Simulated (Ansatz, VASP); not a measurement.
# Two plane-wave programs on C

```
C
1.0
     2.47000    0.00000    0.00000
    -1.23500    2.13908    0.00000
     0.00000    0.00000    6.79000
C
4
Direct
  0.00000 0.00000 0.00000
  0.00000 0.00000 0.50000
  0.33333 0.66667 0.00500
  0.66667 0.33333 0.50500
```

Alike in both runs: task single point; functional PBE; dispersion D3(BJ); k mesh 18 × 18 × 6; occupations gaussian, width 0.1 eV; no spin polarisation.

|  | VASP | Ansatz |
| --- | --- | --- |
| version | VASP 6.6.1 | Ansatz 0.2.0 |
| potentials or method | VASP PAW PBE potentials, release 64 (C), cutoff 520 eV | scalar-relativistic, plane waves, PAW |
| valence electrons in the cell | 16 | 16 |

|  | VASP | Ansatz | Ansatz less VASP |
| --- | --- | --- | --- |
| gap on the k mesh at the Fermi level (eV) | none | none | - |
| pressure (GPa) | -1.4 | -1.9 | -0.44 |
| traceless stress, the component that is largest in VASP (GPa) | 0.95 | 1.47 | +0.517 |
| rms of the force components (eV/Å) | 0.327 | 0.328 | +0.0010 |

Atom by atom the forces differ by 0.001 eV/Å (rms over components). A gap of «none» marks a metal or a gap that the smearing closes.
